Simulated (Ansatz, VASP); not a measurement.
# La3LuO2 in VASP and in Ansatz

```
CELL_PARAMETERS angstrom
3.70800 0.00000 0.00000
-1.85400 3.21122 0.00000
0.00000 0.00000 11.77365
ATOMIC_POSITIONS crystal
La 0.00000 0.00000 0.50000
La 0.66667 0.33333 0.25440
La 0.33333 0.66667 0.74560
Lu 0.00000 0.00000 0.00000
O 0.66667 0.33333 0.61884
O 0.33333 0.66667 0.38116
```

Change from the starting cell: species swapped into the Li3NdSb2 type (P-3m1, No. 164).

Alike in both runs: task relaxation of cell and atoms; functional PBE; k mesh 6 × 6 × 2; occupations gaussian, width 0.1 eV; no spin polarisation.

|  | VASP | Ansatz |
| --- | --- | --- |
| version | VASP 6.6.1 | Ansatz 0.2.0 |
| potentials or method | VASP PAW PBE potentials, release 64 (La, Lu, O), cutoff 600 eV | scalar-relativistic, plane waves, PAW |
| valence electrons in the cell | 70 | 70 |

Ansatz gave:

| Quantity | Value |
| --- | --- |
| gap on the k mesh at the Fermi level, each at its own relaxed structure (eV) | none |
| relaxed volume (Å³/atom) | 23.75 |
| relaxed length of the cell vector where the two differ most in proportion (Å) | 12.057 |

Problem. Estimate VASP's values.

Solution. gap on the k mesh at the Fermi level, each at its own relaxed structure (eV): none; relaxed volume (Å³/atom): 23.67; relaxed length of the cell vector where the two differ most in proportion (Å): 12.042.

A gap of «none» marks a metal or a gap that the smearing closes.

Spin-orbit coupling is off throughout.
